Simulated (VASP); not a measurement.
A run of VASP 6.6.1:

INCAR

```
SYSTEM = MoS2
PREC     = Accurate       ! precision mode
ENCUT    = 520            ! plane-wave cutoff, eV
EDIFF    = 1E-6           ! SCF threshold, eV
ISMEAR   = -1             ! smearing method
SIGMA    = 0.15           ! smearing width, eV
LREAL    = .False.        ! projectors in reciprocal space
LASPH    = .True.         ! aspherical terms in the spheres
NELM     = 100            ! most SCF steps
ALGO     = Normal         ! electronic algorithm
ISIF     = 2              ! what is computed and relaxed
LWAVE    = .False.        ! write WAVECAR
LCHARG   = .False.        ! write CHGCAR
GGA      = CA             ! functional
NBANDS   = 20             ! bands
```

The input KPOINTS:

```
Automatic mesh
0
Gamma
  11 11 11
  0 0 0
```

Contents of POSCAR:

```
MoS2
1.0
    1.5394691767      0.8888125292      5.9922376182
   -1.5394691767      0.8888125292      5.9922376182
    0.0000000000     -1.7776260327      5.9922376182
Mo S
1 2
Direct
    0.0000000000      0.0000000000      0.0000000000
    0.2500000000      0.2500000000      0.2500000000
    0.4170000000      0.4170000000      0.4170000000
```

Potentials or basis: VASP PAW LDA potentials, release 64 (Mo_sv, S).

Launch:

```console
$ cat potpaw_LDA.64/Mo_sv/POTCAR potpaw_LDA.64/S/POTCAR > POTCAR
$ mpirun -np 1 vasp_std > vasp.out
```

Hardware: 1 thread of Intel(R) Xeon(R) 6975P-C (Granite Rapids), on a shared host.

**Question.** Estimate the wall time of this run.

**Answer.** It took 120 s on 1 thread of Intel(R) Xeon(R) 6975P-C (Granite Rapids) (shared host), peak memory 0.34 GiB. Counts: scf iterations 12, k points 146.
